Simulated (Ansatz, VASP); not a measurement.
# MgO: VASP beside Ansatz

File INCAR:

```
PREC = Accurate ; ENCUT = 600
EDIFF = 1E-6 ; ISMEAR = -1
SIGMA = 0.05 ; LREAL = F
LASPH = T ; NELM = 120
ALGO = Normal ; ISIF = 2
LWAVE = F ; LCHARG = F
GGA = PE ; NBANDS = 11
GGA_COMPAT = F
```

The input KPOINTS:

```
regular mesh
0
Gamma
  8 8 8
```

The input POSCAR:

```
MgO
1.0
    0.0000000000      2.1090500000      2.1090500000
    2.1090500000      0.0000000000      2.1090500000
    2.1090500000      2.1090500000      0.0000000000
Mg O
1 1
Direct
    0.0000000000      0.0000000000      0.0000000000
    0.5000000000      0.5000000000      0.5000000000
```

Input for Ansatz:

```yaml
crystal:
  lattice:
    - [0.0, 2.10905, 2.10905]
    - [2.10905, 0.0, 2.10905]
    - [2.10905, 2.10905, 0.0]
  atoms:
    - { symbol: Mg, position: [0.0, 0.0, 0.0] }
    - { symbol: O, position: [0.5, 0.5, 0.5] }
hamiltonian:
  xc: pbe
  pseudopotentials: { kind: paw }
basis:
  ecutwfc: 420
kpoints:
  mp_grid: { grid: [8, 8, 8] }
scf:
  occupations: { method: fermi_dirac, width: 0.05 }
  lower_state_search: "off"
output:
  forces: true
  stress: true
  write_density: true
  write_potential: true
  elf: true
  volumetric_format: npy
```

Alike in both runs: task single point; functional PBE; k mesh 8 × 8 × 8; occupations fermi-dirac, width 0.05 eV; no spin polarisation.

|  | VASP | Ansatz |
| --- | --- | --- |
| version | VASP 6.6.1 | Ansatz 0.2.0 |
| potentials or method | VASP PAW PBE potentials, release 64 (Mg, O), cutoff 600 eV | PAW, plane waves, scalar-relativistic |
| valence electrons in the cell | 8 | 16 |

Ansatz gave:

- gap on the k mesh at the Fermi level (eV): 4.70
- pressure (GPa): 4.0

Question: Estimate VASP's values.

Answer: gap on the k mesh at the Fermi level (eV): 4.69; pressure (GPa): 3.0.

VASP's potentials hold 8 valence electrons a cell and Ansatz's 16, so a difference there can come from the potentials and not from the codes.
